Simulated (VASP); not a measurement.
# SiC in VASP: single point with PBE

Aim: the single point of SiC with PBE.

Everything below comes from runs of VASP 6.6.1. Logs are shortened: lines on timing, memory, paths and dates and some standing lists are left out, and cuts for length are marked.

### Step 1. The cell of the first run

The cell holds a slab with vacuum, 20 atoms: a = 3.076 Å, b = 5.048 Å, c = 31.544 Å, α = 90.00°, β = 90.00°, γ = 90.00°.

### Step 2. Single point, PBE

INCAR

```
ALGO = Normal
DIPOL = 0.5 0.5 0.500
EDIFF = 1E-7
ENCUT = 520
GGA = PE
IDIPOL = 3
ISIF = 2
ISMEAR = 0
LASPH = T
LCHARG = F
LDIPOL = T
LREAL = Auto
LWAVE = F
NBANDS = 56
NELM = 60
PREC = Accurate
SIGMA = 0.1
```

KPOINTS

```
k-points
0
Gamma
  8 5 1
```

POSCAR

```
SiC
1.0
    3.0759982100      0.0000000000      0.0000000000
    0.0000000000      5.0480000000      0.0000000000
    0.0000000000      0.0000000000     31.5435346190
Si C
10 10
Direct
    0.0000000000      0.0000000000      0.3170221765
    0.5000000000      0.5000000000      0.3451726145
    0.5000000000      0.0000000000      0.4014734811
    0.0000000000      0.5000000000      0.4296239191
    0.0000000000      0.0000000000      0.4859247857
    0.5000000000      0.4948366342      0.5143236428
    0.5000000000     -0.0027772114      0.5712807872
    0.0000000000      0.4922418468      0.5987716629
    0.0000000000      0.0067947343      0.6583525655
    0.5000000000      0.4739894881      0.6764684147
    0.0000000000      0.6150000000      0.3170221765
    0.5000000000      0.1150000000      0.3451726145
    0.5000000000      0.6150000000      0.4014734811
    0.0000000000      0.1150000000      0.4296239191
    0.0000000000      0.6150000000      0.4859247857
    0.5000000000      0.1194127680      0.5143978143
    0.5000000000      0.6202573166      0.5711450441
    0.0000000000      0.1185700442      0.5993866716
    0.0000000000      0.6323067622      0.6570165839
    0.5000000000      0.1319851993      0.6820075154
```

Potentials or basis: VASP PAW PBE potentials, release 64 (Si, C).

Command:

```
cat potpaw_PBE.64/Si/POTCAR potpaw_PBE.64/C/POTCAR > POTCAR
mpirun -np 1 vasp_std > vasp.out
```

OUTCAR:

```text
EDIFF = 1E-7
   ENCUT = 520
   GGA = PE
   ISIF = 2
   ISMEAR = 0
   LASPH = T
   LREAL = Auto
   NELM = 60
   PREC = Accurate

 ion  position               nearest neighbor table
   1  0.000  0.000  0.317-  12 1.87  12 1.87  11 1.94   3 3.08   3 3.08   2 3.09   2 3.09   2 3.09
                             2 3.09
   2  0.500  0.500  0.345-  13 1.87  11 1.87  11 1.87  12 1.94   4 3.08   4 3.08   3 3.09   3 3.09
                             1 3.09   1 3.09   1 3.09   1 3.09
   3  0.500  0.000  0.401-  12 1.87  14 1.87  14 1.87  13 1.94   1 3.08   1 3.08   5 3.08   5 3.08
                             2 3.09   2 3.09   4 3.09   4 3.09   4 3.09   4 3.09
   4  0.000  0.500  0.430-  15 1.87  13 1.87  13 1.87  14 1.94   2 3.08   2 3.08   6 3.08   6 3.08
                             5 3.09   5 3.09   3 3.09   3 3.09   3 3.09   3 3.09
   5  0.000  0.000  0.486-  14 1.87  16 1.88  16 1.88  15 1.94   6 3.07   6 3.07   3 3.08   3 3.08
                             4 3.09   4 3.09   7 3.10   7 3.10   6 3.11   6 3.11
   6  0.500  0.495  0.514-  15 1.88  15 1.88  16 1.90  17 1.90   5 3.07   5 3.07   8 3.08   8 3.08
                             4 3.08   4 3.08   7 3.09   7 3.11   5 3.11   5 3.11
   7  0.500  0.997  0.571-  18 1.88  18 1.88  16 1.90  17 1.90   8 3.06   8 3.06   6 3.09   5 3.10
                             5 3.10   8 3.10   8 3.10   6 3.11   9 3.15   9 3.15
   8  0.000  0.492  0.599-  17 1.88  17 1.88  18 1.89  19 1.97  10 2.89  10 2.89   7 3.06   7 3.06
                             6 3.08   6 3.08   9 3.09   7 3.10   7 3.10
   9  0.000  0.007  0.658-  20 1.82  20 1.82  19 1.89  18 1.94  10 2.87  10 2.87   8 3.09   7 3.15
                             7 3.15
  10  0.500  0.474  0.676-  20 1.74  19 1.84  19 1.84   9 2.87   9 2.87   8 2.89   8 2.89
  11  0.000  0.615  0.317-   2 1.87   2 1.87   1 1.94
  12  0.500  0.115  0.345-   3 1.87   1 1.87   1 1.87   2 1.94
  13  0.500  0.615  0.401-   2 1.87   4 1.87   4 1.87   3 1.94
  14  0.000  0.115  0.430-   5 1.87   3 1.87   3 1.87   4 1.94
  15  0.000  0.615  0.486-   4 1.87   6 1.88   6 1.88   5 1.94
  16  0.500  0.119  0.514-   5 1.88   5 1.88   6 1.90   7 1.90
  17  0.500  0.620  0.571-   8 1.88   8 1.88   6 1.90   7 1.90
  18  0.000  0.119  0.599-   7 1.88   7 1.88   8 1.89   9 1.94
  19  0.000  0.632  0.657-  10 1.84  10 1.84   9 1.89   8 1.97
  20  0.500  0.132  0.682-  10 1.74   9 1.82   9 1.82

  LATTYP: Found a simple orthorhombic cell.
 ALAT       =     3.0759982100
 B/A-ratio  =     1.6410932827
 C/A-ratio  =    10.2547311362

  Lattice vectors:

 A1 = (   3.0759982100,   0.0000000000,   0.0000000000)
 A2 = (   0.0000000000,   5.0480000000,   0.0000000000)
 A3 = (   0.0000000000,   0.0000000000,  31.5435346190)

Analysis of symmetry for initial positions (statically):
=====================================================================
 Subroutine PRICEL returns:
 Original cell was already a primitive cell.

 Routine SETGRP: Setting up the symmetry group for a
 simple orthorhombic supercell.

 Subroutine GETGRP returns: Found  2 space group operations
 (whereof  2 operations were pure point group operations)
 out of a pool of  8 trial point group operations.

The static configuration has the point symmetry C_1h.

Analysis of symmetry for dynamics (positions and initial velocities):
=====================================================================
 Subroutine PRICEL returns:
 Original cell was already a primitive cell.

 Routine SETGRP: Setting up the symmetry group for a
 simple orthorhombic supercell.

 Subroutine GETGRP returns: Found  2 space group operations
 (whereof  2 operations were pure point group operations)
 out of a pool of  8 trial point group operations.

The dynamic configuration has the point symmetry C_1h.

 Subroutine INISYM returns: Found  2 space group operations
 (whereof  2 operations are pure point group operations),
 and found     1 'primitive' translations

----------------------------------------------------------------------------------------

                                     Primitive cell

  volume of cell :     489.7966

  direct lattice vectors                    reciprocal lattice vectors
     3.075998210  0.000000000  0.000000000     0.325097718  0.000000000  0.000000000
     0.000000000  5.048000000  0.000000000     0.000000000  0.198098257  0.000000000
     0.000000000  0.000000000 31.543534619     0.000000000  0.000000000  0.031702218

  length of vectors
     3.075998210  5.048000000 31.543534619     0.325097718  0.198098257  0.031702218

  position of ions in fractional coordinates (direct lattice)
     0.000000000  0.000000000  0.317022176
     0.500000000  0.500000000  0.345172615
[... 70 lines left out ...]
  0.000000  0.000000  0.000000      1.000000
  0.125000  0.000000  0.000000      2.000000
  0.250000  0.000000  0.000000      2.000000
  0.375000  0.000000  0.000000      2.000000
  0.500000  0.000000  0.000000      1.000000
  0.000000  0.200000  0.000000      2.000000
  0.125000  0.200000  0.000000      4.000000
  0.250000  0.200000  0.000000      4.000000
  0.375000  0.200000  0.000000      4.000000
  0.500000  0.200000  0.000000      2.000000
  0.000000  0.400000  0.000000      2.000000
  0.125000  0.400000  0.000000      4.000000
  0.250000  0.400000  0.000000      4.000000
  0.375000  0.400000  0.000000      4.000000
  0.500000  0.400000  0.000000      2.000000
   k-points           NKPTS =     15   k-points in BZ     NKDIM =     15   number of bands    NBANDS=     56
   number of dos      NEDOS =    301   number of ions     NIONS =     20
   total plane-waves  NPLWV = 230400
   dimension x,y,z NGX =    24 NGY =   40 NGZ =  240
   dimension x,y,z NGXF=    48 NGYF=   80 NGZF=  480
   ions per type =              10  10
   NGX,Y,Z   is equivalent  to a cutoff of  12.97, 13.17, 12.65 a.u.
   NGXF,Y,Z  is equivalent  to a cutoff of  25.94, 26.35, 25.30 a.u.
 SYSTEM =  unknown system
   PREC   = accura    normal or accurate (medium, high low for compatibility)
   ISTART =      0    job   : 0-new  1-cont  2-samecut
   ICHARG =      2    charge: 1-file 2-atom 10-const
   ISPIN  =      1    spin polarized calculation?
   LNONCOLLINEAR =      F non collinear calculations
   LSORBIT =      F    spin-orbit coupling
   LASPH  =      T    aspherical Exc in radial PAW
   ENCUT  =  520.0 eV  38.22 Ry    6.18 a.u.   5.72  9.39 58.65*2*pi/ulx,y,z
   NELM   =     60;   NELMIN=  2; NELMDL= -5     # of ELM steps
   EDIFF  = 0.1E-06   stopping-criterion for ELM
   LREAL  =      T    real-space projection
   EDIFFG = 0.1E-05   stopping-criterion for IOM
   NSW    =      0    number of steps for IOM
   IBRION =     -1    ionic relax: 0-MD 1-quasi-New 2-CG
   NFREE  =      0    steps in history (QN), initial steepest desc. (CG)
   ISIF   =      2    stress and relaxation
   ISYM   =      2    0-nonsym 1-usesym 2-fastsym
   POTIM  = 0.5000    time-step for ionic-motion
   TEBEG  =    0.0;   TEEND  =   0.0 temperature during run
   PSTRESS=    0.0 pullay stress
   NELECT =      80.0000    total number of electrons
   NUPDOWN=      -1.0000    fix difference up-down
   EMIN   =  10.00;   EMAX   =-10.00  energy-range for DOS
   EFERMI =   0.00;   METHOD = LEGACY
   ISMEAR =     0;   SIGMA  =   0.10  broadening in eV -4-tet -1-fermi 0-gaus
   EFERMI_NEDOS =   21; number of points for ismear=-14 and -15
   IALGO  =     38    algorithm
   IMIX   =      4    mixing-type and parameters
     AMIX     =   0.40;   BMIX     =  1.00
     AMIX_MAG =   1.60;   BMIX_MAG =  1.00
  volume/ion in A,a.u.               =      24.49       165.27
  Fermi-wavevector in a.u.,A,eV,Ry     =   0.894883  1.691084 10.895756  0.800815
  Thomas-Fermi vector in A             =   2.017145
   LORBIT       =      0    0 simple, 1 ext, 2 COOP (PROOUT), +10 PAW based schemes
   GGA     = PE    functional components
   LHFCALC =     F    Hartree Fock is set to
   AEXX    =    0.0000 exact exchange contribution
   IVDW    =     0    specifies the selected vdW correction
   LEPSILON=     F    determine dielectric tensor
   LRPA    =     F    only Hartree local field effects (RPA)
 non-spin polarized calculation
 Gauss-broadening in eV      SIGMA  =   0.10
  energy-cutoff  :      520.00
  volume of cell :      489.80
 maximum number of plane-waves:     13244
 NGX is ok and might be reduce to    24
   NGX = 11   NGY = 19   NGZ =117

 dipolmoment           0.000000      0.000000      0.015876 electrons x Angstroem

 number of electron      79.9999996 magnetization

 dipolmoment           0.000000      0.000000     -0.011610 electrons x Angstroem

 Free energy of the ion-electron system (eV)
  ---------------------------------------------------
  ext. energy  EPLUGINS =         0.00000000
  ---------------------------------------------------
  free energy    TOTEN  =      -145.09464475 eV

  energy without entropy =     -145.09464242  energy(sigma->0) =     -145.09464359

 E-fermi :   0.8393     XC(G=0):  -5.3528

 val. band max:        0.5720630221   @ k =   0.0000   0.0000   0.0000
 cond. band min:       1.1183367724   @ k =   0.5000   0.4000   0.0000
 fundamental gap:      0.5462737503
 Fermi energy:         0.8392838092

 k-point     1 :       0.0000    0.0000    0.0000
  band No.  band energies     occupation
      1     -15.2158      2.00000
      2     -14.8033      2.00000
      3     -14.0834      2.00000
      4     -13.1646      2.00000
      5     -12.2923      2.00000
      6     -11.6754      2.00000
[... 814 lines left out ...]
     51       5.3077      0.00000
     52       5.4861      0.00000
 [bands above 52 left out]

------------------------ aborting loop because EDIFF is reached ----------------------------------------

 vacuum level on the upper side and lower side of the slab       (xc-potential included)        -0.142        -0.010

  FORCE on cell =-STRESS in cart. coord.  units (eV):
  Direction    XX          YY          ZZ          XY          YZ          ZX
  --------------------------------------------------------------------------------------
  -------------------------------------------------------------------------------------
  Total        7.8074861     -1.5249169      0.9491887      0.0000000      0.1193444      0.0000000
  in kB       25.5391254     -4.9881668      3.1048982      0.0000000      0.3903882      0.0000000
  external PRESSURE =       7.8852856 kB  Pullay stress =       0.0000000 kB

 VOLUME and BASIS-vectors are now :
 -----------------------------------------------------------------------------
  energy-cutoff  :      520.00
  volume of cell :      489.80
      direct lattice vectors                 reciprocal lattice vectors
     3.075998210  0.000000000  0.000000000     0.325097718  0.000000000  0.000000000
     0.000000000  5.048000000  0.000000000     0.000000000  0.198098257  0.000000000
     0.000000000  0.000000000 31.543534619     0.000000000  0.000000000  0.031702218

 POSITION                                       TOTAL-FORCE (eV/Angst)
 -----------------------------------------------------------------------------------
      0.00000      0.00000     10.00000         0.000000     -2.733806      1.381937
      1.53800      2.52400     10.88796         0.000000      0.096340     -2.265693
      1.53800      0.00000     12.66389         0.000000     -1.371538      0.093542
      0.00000      2.52400     13.55186         0.000000     -0.637222     -0.096124
      0.00000      0.00000     15.32779         0.000000     -0.733973      0.257096
      1.53800      2.49794     16.22359         0.000000     -0.003943     -0.003498
[... 12 lines left out ...]
      0.00000      3.19188     20.72463         0.000000     -0.005302      0.013224
      1.53800      0.66626     21.51293         0.000000     -0.014345      0.000958
 -----------------------------------------------------------------------------------
    total drift:                                0.000000     -0.000818      0.018936

  FREE ENERGIE OF THE ION-ELECTRON SYSTEM (eV)
  ---------------------------------------------------
  free  energy   TOTEN  =      -145.0946447547 eV

  energy  without entropy=     -145.0946424192  energy(sigma->0) =     -145.09464359

 vacuum level on the upper side and lower side of the slab         5.740         5.873
```

Wall time 12 min (1 thread of Intel Xeon Platinum 8259CL at 2.50GHz (Skylake/Cascade Lake), shared host); peak memory 0.62 GiB.

What came out:

- Free energy: -145.0946 eV
- Largest force: 3.063 eV/Å
- Band gap on the k mesh: 0.55 eV (least direct gap 0.63 eV)

Forces in eV/Å, atoms in the order of the input:
```
Si   0.000 -2.734  1.382
Si   0.000  0.096 -2.266
Si   0.000 -1.372  0.094
Si   0.000 -0.637 -0.096
Si   0.000 -0.734  0.257
Si   0.000 -0.004 -0.003
Si   0.000 -0.001 -0.008
Si   0.000  0.004  0.004
Si   0.000 -0.008 -0.009
Si   0.000  0.016 -0.011
C    0.000  1.799  0.847
C    0.000  1.294 -0.895
C    0.000  0.747  0.488
C    0.000  0.841 -0.163
C    0.000  0.709  0.359
C    0.000 -0.006 -0.006
C    0.000  0.019  0.008
C    0.000 -0.012  0.004
C    0.000 -0.005  0.013
C    0.000 -0.014  0.001
```

Caveat: semilocal functionals underestimate gaps, and a narrow one can read as zero.
